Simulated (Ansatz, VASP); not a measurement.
## NaH: VASP beside Ansatz

The input POSCAR:

```
NaH
1.0
    0.0000000000      2.5969210561      2.7007978983
    2.5969210561      0.0000000000      2.7007978983
    2.5969210561      2.5969210561      0.0000000000
Na H
1 1
Direct
    0.0000000000      0.0000000000      0.0000000000
    0.2500000000      0.2500000000      0.2500000000
```

File INCAR.step1:

```
SYSTEM = NaH
PREC     = Accurate       ! precision mode
ENCUT    = 520            ! plane-wave cutoff, eV
ISMEAR   = 0              ! smearing method
SIGMA    = 0.01           ! smearing width, eV
LREAL    = .False.        ! projectors in reciprocal space
LASPH    = .True.         ! aspherical terms in the spheres
NELM     = 80             ! most SCF steps
NBANDS   = 11             ! bands
GGA      = PE             ! functional
ALGO     = Normal         ! electronic algorithm
EDIFF    = 1E-4           ! SCF threshold, eV
LWAVE    = .True.         ! write WAVECAR
LCHARG   = .False.        ! write CHGCAR
```

Contents of INCAR.step2:

```
SYSTEM = NaH
PREC     = Accurate       ! precision mode
ENCUT    = 520            ! plane-wave cutoff, eV
EDIFF    = 1E-7           ! SCF threshold, eV
ISMEAR   = 0              ! smearing method
SIGMA    = 0.01           ! smearing width, eV
LREAL    = .False.        ! projectors in reciprocal space
LASPH    = .True.         ! aspherical terms in the spheres
NELM     = 80             ! most SCF steps
ALGO     = Normal         ! electronic algorithm
ISIF     = 2              ! what is computed and relaxed
LWAVE    = .False.        ! write WAVECAR
LCHARG   = .False.        ! write CHGCAR
METAGGA  = R2SCAN         ! meta-GGA
LMIXTAU  = .True.       
NBANDS   = 11             ! bands
ISTART   = 1
```

Contents of KPOINTS:

```
Automatic mesh
0
Gamma
  8 8 8
  0 0 0
```

Input for Ansatz:

```yaml
crystal:
  lattice:
    - [0.0, 2.5969210561, 2.7007978983]
    - [2.5969210561, 0.0, 2.7007978983]
    - [2.5969210561, 2.5969210561, 0.0]
  atoms:
    - { symbol: Na, position: [0.0, 0.0, 0.0] }
    - { symbol: H, position: [0.25, 0.25, 0.25] }
kpoints:
  mp_grid: { grid: [8, 8, 8] }
  band_path:
    path:
      - [0.0, 0.0, 0.0]
      - [-0.5, -0.5, 0.0]
      - [-0.375, -0.375, 0.25]
      - [-0.375, 0.0, 0.375]
      - [0.0, 0.0, 0.5]
      - [-0.5, -0.25, 0.25]
    npoints: 1
hamiltonian:
  xc: r2scan
scf:
  occupations: { method: fixed }
  n_extra_bands: 4
output:
  forces: true
  stress: true
  eigenvalues: true
```

Change from the starting cell: uniaxial_z strain +4.0%.

Alike in both runs: task single point; functional r2SCAN; k mesh 8 × 8 × 8; no spin polarisation.

|  | VASP | Ansatz |
| --- | --- | --- |
| version | VASP 6.6.1 | Ansatz 0.2.0 |
| potentials or method | VASP PAW PBE potentials, release 64 (Na_pv, H) | plane waves, PAW |
| plane-wave cutoff (eV) | 520 | 500 |
| occupations | gaussian, width 0.01 eV | fixed |
| valence electrons in the cell | 8 | 10 |

|  | VASP | Ansatz | Ansatz less VASP |
| --- | --- | --- | --- |
| gap on the k mesh at the Fermi level (eV) | 3.98 | 3.97 | -0.002 |
| pressure (GPa) | -0.8 | -0.7 | +0.16 |
| traceless stress, the component that is largest in VASP (GPa) | -0.16 | -0.19 | -0.022 |

VASP's potentials were made for PBE, not for r2SCAN. VASP's potentials hold 8 valence electrons a cell and Ansatz's 10, so a difference there can come from the potentials and not from the codes.
